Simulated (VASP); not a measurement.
Write the native input for VASP 6.6.1 that does the following.

```yaml
Task: single point
Functional: PBEsol
Dispersion: D3(BJ)
Potentials_or_basis: VASP PAW PBE potentials, release 64 (Ta_pv, N)
Cutoff: 520 eV
k_mesh: 10 × 10 × 10
Occupations: fermi-dirac, width 0.05 eV
Spin: no spin polarisation
Dipole_correction: no
Further_INCAR_settings: ALGO = Normal; EDIFF = 1e-06; NBANDS = 15
```

The structure of TaN lies in POSCAR:

```
TaN
1.0
    2.7323076900      0.0000000000      0.0000000000
    0.0000000000      2.7323076900      0.0000000000
    0.0000000000      0.0000000000      2.7323076900
Ta N
1 1
Direct
    0.0000000000      0.0000000000      0.0000000000
    0.5000000000      0.5000000000      0.5000000000
```

One way to write it, as run:

INCAR

```
SYSTEM = TaN
ALGO     = Normal         ! electronic algorithm
EDIFF    = 1E-6           ! SCF threshold, eV
ENCUT    = 520            ! plane-wave cutoff, eV
GGA      = PS             ! functional
ISIF     = 2              ! what is computed and relaxed
ISMEAR   = -1             ! smearing method
IVDW     = 12             ! dispersion correction
LASPH    = .TRUE.         ! aspherical terms in the spheres
LCHARG   = .FALSE.        ! write CHGCAR
LREAL    = .FALSE.        ! projectors in reciprocal space
LWAVE    = .FALSE.        ! write WAVECAR
NBANDS   = 15             ! bands
NELM     = 60             ! most SCF steps
PREC     = Accurate       ! precision mode
SIGMA    = 0.05           ! smearing width, eV
```

KPOINTS

```
k-points
0
G
  10 10 10
  0 0 0
```

Potentials or basis: VASP PAW PBE potentials, release 64 (Ta_pv, N).

The run is started by

```console
$ cat potpaw_PBE.64/Ta_pv/POTCAR potpaw_PBE.64/N/POTCAR > POTCAR
$ mpirun -np 1 vasp_std > vasp.out
```

It gave:

```yaml
Pressure: -11.3 GPa
Band_gap_on_the_k_mesh: zero (band 8 reaches 15.58 eV, above the bottom of band 9 at 6.63 eV)
Dispersion_energy_per_atom: -0.486 eV
```

Caveat: three body term missing; the PAW data sets were made with another functional, which shifts forces and pressure a little; spin-orbit coupling is left out, which moves the levels of the heavy elements; pairwise dispersion overbinds metals, which lowers pressure and volume.

Wall time 19 s on 1 thread of Intel Xeon 8259CL, on a shared host, peak memory 0.15 GiB.
